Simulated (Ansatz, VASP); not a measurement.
# One calculation of Ca, two programs

```
CELL_PARAMETERS angstrom
0.00000 2.79420 2.57066
2.79420 0.00000 2.57066
2.79420 2.79420 0.00000
ATOMIC_POSITIONS crystal
Ca 0.00000 0.00000 0.00000
```

Change from the starting cell: strain +0.000 along x and y, -0.080 along z, atoms carried along.

Alike in both runs: task single point; functional PBEsol; k mesh 14 × 14 × 14; occupations gaussian, width 0.15 eV; no spin polarisation.

|  | VASP | Ansatz |
| --- | --- | --- |
| version | VASP 6.6.1 | Ansatz 0.2.0 |
| potentials or method | VASP PAW PBE potentials, release 64 (Ca_sv), cutoff 520 eV | scalar-relativistic, plane waves, PAW |
| valence electrons in the cell | 10 | 10 |

```tsv
	VASP	Ansatz	Ansatz less VASP
gap on the k mesh at the Fermi level (eV)	none	none	-
pressure (GPa)	0.2	0.2	+0.01
traceless stress, the component that is largest in VASP (GPa)	0.26	0.26	0.000
```

VASP's potentials were made for PBE, not for PBEsol. A gap of «none» marks a metal or a gap that the smearing closes. With one functional, cell and mesh, what is left measures potentials, basis and numerics.
